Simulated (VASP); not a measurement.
# ZnCd2Te2 in VASP: relaxation of the atoms with LDA

Aim: the relaxation of the atoms of ZnCd2Te2 with LDA.

Program: VASP 6.6.1. These are calculated values, not measurements. Logs are shortened: lines on timing, memory, paths and dates and some standing lists are left out, and cuts for length are marked.

### 1 The cell of the first run

The cell holds a slab with vacuum, 5 atoms: a = 4.533 Å, b = 4.533 Å, c = 19.867 Å, α = 90.00°, β = 90.00°, γ = 120.00°.

### 2 Relaxation of the atoms, LDA

INCAR reads:

```
  PREC = Accurate
  ENCUT = 520
  EDIFF = 1E-6
  ISMEAR = 0
  SIGMA = 0.05
  LREAL = False
  LASPH = True
  NELM = 100
  ALGO = Normal
  ISIF = 2
  LWAVE = False
  LCHARG = False
  LDIPOL = True
  IDIPOL = 3
  DIPOL = 0.5 0.5 0.349
  IBRION = 2
  NSW = 36
  EDIFFG = -0.025
```

KPOINTS reads:

```
regular mesh
0
Gamma
  6 6 1
```

POSCAR reads:

```
ZnCd2Te2
1.0
    4.5325544674      0.0000000000      0.0000000000
   -2.2662772337      3.9253073128      0.0000000000
    0.0000000000      0.0000000000     19.8672286441
Te Cd Zn
2 2 1
Selective dynamics
Direct
    0.0000000000      0.0000000000      0.2013365866  F F F
    0.3333333333      0.6666666667      0.3964595968  F F F
    0.3333333333      0.6666666667      0.2479059306  F F F
    0.6666666667      0.3333333333      0.4211573136  F F F
    1.0000000000      1.0000000000      0.4768708172  F F T
```

Potentials or basis: VASP PAW LDA potentials, release 64 (Te, Cd, Zn).

Started as:

```
> cat potpaw_LDA.64/Te/POTCAR potpaw_LDA.64/Cd/POTCAR potpaw_LDA.64/Zn/POTCAR > POTCAR
> mpirun -np 1 vasp_std > vasp.out
```

OUTCAR:

```text
PREC = Accurate
   ENCUT = 520
   EDIFF = 1E-6
   ISMEAR = 0
   LREAL = False
   LASPH = True
   NELM = 100
   ISIF = 2
   IBRION = 2
   NSW = 36
   EDIFFG = -0.025

 ion  position               nearest neighbor table
   1  0.000  0.000  0.201-   3 2.78   3 2.78   3 2.78
   2  0.333  0.667  0.396-   4 2.66   4 2.66   4 2.66   3 2.95   5 3.07   5 3.07   5 3.07
   3  0.333  0.667  0.248-   1 2.78   1 2.78   1 2.78   2 2.95
   4  0.667  0.333  0.421-   2 2.66   2 2.66   2 2.66   5 2.84   5 2.84   5 2.84
   5  0.000  0.000  0.477-   4 2.84   4 2.84   4 2.84   2 3.07   2 3.07   2 3.07

  LATTYP: Found a hexagonal cell.
 ALAT       =     4.5325544674
 C/A-ratio  =     4.3832299837

  Lattice vectors:

 A1 = (   4.5325544674,   0.0000000000,   0.0000000000)
 A2 = (  -2.2662772337,   3.9253073128,   0.0000000000)
 A3 = (   0.0000000000,   0.0000000000,  19.8672286441)

Analysis of symmetry for initial positions (statically):
=====================================================================
 Subroutine PRICEL returns:
 Original cell was already a primitive cell.

 Routine SETGRP: Setting up the symmetry group for a
 hexagonal supercell.

 Subroutine GETGRP returns: Found  6 space group operations
 (whereof  6 operations were pure point group operations)
 out of a pool of 24 trial point group operations.

The static configuration has the point symmetry C_3v.

Analysis of symmetry for dynamics (positions and initial velocities):
=====================================================================
 Subroutine PRICEL returns:
 Original cell was already a primitive cell.

 Routine SETGRP: Setting up the symmetry group for a
 hexagonal supercell.

 Subroutine GETGRP returns: Found  6 space group operations
 (whereof  6 operations were pure point group operations)
 out of a pool of 24 trial point group operations.

The dynamic configuration has the point symmetry C_3v.

Analysis of constrained symmetry for selective dynamics:
=====================================================================
 Subroutine PRICEL returns:
 Original cell was already a primitive cell.

 Routine SETGRP: Setting up the symmetry group for a
 hexagonal supercell.

 Subroutine GETGRP returns: Found  6 space group operations
 (whereof  6 operations were pure point group operations)
 out of a pool of 24 trial point group operations.

The constrained configuration has the point symmetry C_3v.

[... 101 lines left out ...]
   ISMEAR =     0;   SIGMA  =   0.05  broadening in eV -4-tet -1-fermi 0-gaus
   EFERMI_NEDOS =   21; number of points for ismear=-14 and -15
   IALGO  =     38    algorithm
   IMIX   =      4    mixing-type and parameters
     AMIX     =   0.40;   BMIX     =  1.00
     AMIX_MAG =   1.60;   BMIX_MAG =  1.00
  volume/ion in A,a.u.               =      70.69       477.07
  Fermi-wavevector in a.u.,A,eV,Ry     =   0.841467  1.590143  9.633840  0.708067
  Thomas-Fermi vector in A             =   1.956017
   LORBIT       =      0    0 simple, 1 ext, 2 COOP (PROOUT), +10 PAW based schemes
   GGA     = CA    functional components
   LHFCALC =     F    Hartree Fock is set to
   AEXX    =    0.0000 exact exchange contribution
   IVDW    =     0    specifies the selected vdW correction
   LEPSILON=     F    determine dielectric tensor
   LRPA    =     F    only Hartree local field effects (RPA)
 conjugate gradient relaxation of ions
 non-spin polarized calculation
 Gauss-broadening in eV      SIGMA  =   0.05
  energy-cutoff  :      520.00
  volume of cell :      353.47
 maximum number of plane-waves:      9583
 NGX is ok and might be reduce to    36
   NGX = 17   NGY = 17   NGZ = 73

 dipolmoment           0.000000      0.000000      0.000004 electrons x Angstroem

--------------------------------------- Ionic step        1  -------------------------------------------

 number of electron      47.9999996 magnetization

 Free energy of the ion-electron system (eV)
  ---------------------------------------------------
  ext. energy  EPLUGINS =         0.00000000
  ---------------------------------------------------
  free energy    TOTEN  =       -11.04279476 eV

  energy without entropy =      -11.03948014  energy(sigma->0) =      -11.04113745

------------------------ aborting loop because EDIFF is reached ----------------------------------------

  FORCE on cell =-STRESS in cart. coord.  units (eV):
  Direction    XX          YY          ZZ          XY          YZ          ZX
  --------------------------------------------------------------------------------------
  -------------------------------------------------------------------------------------
  Total        3.7946226      3.7946226      1.0412579      0.0000000      0.0000000      0.0000000
  in kB       17.1998708     17.1998708      4.7197055      0.0000000      0.0000000      0.0000000
  external PRESSURE =      13.0398157 kB  Pullay stress =       0.0000000 kB
[... 182 lines left out ...]
--------------------------------------- Ionic step        6  -------------------------------------------

 number of electron      47.9999994 magnetization

 dipolmoment           0.000000      0.000000     -0.163479 electrons x Angstroem

 Free energy of the ion-electron system (eV)
  ---------------------------------------------------
  ext. energy  EPLUGINS =         0.00000000
  ---------------------------------------------------
  free energy    TOTEN  =       -11.40024781 eV

  energy without entropy =      -11.39865295  energy(sigma->0) =      -11.39945038

 E-fermi :  -1.6315     XC(G=0):  -4.6848

 val. band max:       -1.7646076211   @ k =   0.0000   0.0000   0.0000
 cond. band min:      -1.6312977670   @ k =   0.0000   0.0000   0.0000
 fundamental gap:      0.1333098541
 Fermi energy:        -1.6314880933

 k-point     1 :       0.0000    0.0000    0.0000
  band No.  band energies     occupation
      1     -14.4895      2.00000
      2     -12.2674      2.00000
      3     -11.6980      2.00000
      4     -11.6980      2.00000
      5     -11.2619      2.00000
      6     -11.2619      2.00000
[... 206 lines left out ...]
     27       1.5968      0.00000
     28       2.0183      0.00000

------------------------ aborting loop because EDIFF is reached ----------------------------------------

 vacuum level on the upper side and lower side of the slab       (xc-potential included)        -0.816         0.802

  FORCE on cell =-STRESS in cart. coord.  units (eV):
  Direction    XX          YY          ZZ          XY          YZ          ZX
  --------------------------------------------------------------------------------------
  -------------------------------------------------------------------------------------
  Total        0.8047806      0.8047806     -0.2215318      0.0000000      0.0000000     -0.0000000
  in kB        3.6478258      3.6478258     -1.0041362      0.0000000      0.0000000     -0.0000000
  external PRESSURE =       2.0971718 kB  Pullay stress =       0.0000000 kB
[... 20 lines left out ...]
  FREE ENERGIE OF THE ION-ELECTRON SYSTEM (eV)
  ---------------------------------------------------
  free  energy   TOTEN  =       -11.4002478149 eV

  energy  without entropy=      -11.3986529532  energy(sigma->0) =      -11.39945038

 reached required accuracy - stopping structural energy minimisation

 vacuum level on the upper side and lower side of the slab         2.518         4.183
```

CONTCAR:

```text
ZnCd2Te2
   1.00000000000000
     4.5325544673999998    0.0000000000000000    0.0000000000000000
    -2.2662772336999999    3.9253073127999998    0.0000000000000000
     0.0000000000000000    0.0000000000000000   19.8672286440999990
  Te              Cd              Zn
     2     2     1
Selective dynamics
Direct
     0.0000000000000000    0.0000000000000000    0.2013365866000001   F   F   F
     0.3333333332999970    0.6666666667000030    0.3964595967999998   F   F   F
     0.3333333332999970    0.6666666667000030    0.2479059305999982   F   F   F
     0.6666666667000030    0.3333333332999970    0.4211573135999984   F   F   F
     0.0000000000000000    0.0000000000000000    0.5223359053397026   F   F   T

  0.00000000E+00  0.00000000E+00  0.00000000E+00
  0.00000000E+00  0.00000000E+00  0.00000000E+00
  0.00000000E+00  0.00000000E+00  0.00000000E+00
  0.00000000E+00  0.00000000E+00  0.00000000E+00
  0.00000000E+00  0.00000000E+00  0.00000000E+00
```

Run time: 11 min. Hardware: 1 thread of Intel Xeon 8259CL, shared host; peak memory 0.41 GiB.

What came out:

* Free energy: -11.4002 eV
* Energy gained by relaxing: 71.5 meV/atom
* Ionic steps: 6
* Band gap on the k mesh: zero (filled and empty bands touch)

The path:
| step | energy change (eV) | largest force on free atoms (eV/Å) | pressure (GPa) |
| --- | --- | --- | --- |
| 1 | 0.0000 | 0.8103 | 1.30 |
| 2 | -0.0309 | 0.7745 | 1.23 |
| 3 | -0.1154 | 0.6673 | 1.00 |
| 4 | -0.2473 | 0.4561 | 0.68 |
| 5 | -0.3564 | 0.0385 | 0.23 |
| 6 | -0.3575 | 0.0105 | 0.21 |

Final structure:
```
Te Cd Zn
1.0
     4.53255    0.00000    0.00000
    -2.26628    3.92531    0.00000
     0.00000    0.00000   19.86723
Te Cd Zn
2 2 1
Cartesian
  0.0000 0.0000 4.0000
  0.0000 2.6169 7.8766
  0.0000 2.6169 4.9252
  2.2663 1.3084 8.3672
  0.0000 0.0000 10.3774
```

Caveat: spin-orbit coupling is left out, which moves the levels of the heavy elements.

The gap in the log of VASP goes by the Fermi energy; the results here count the filled bands.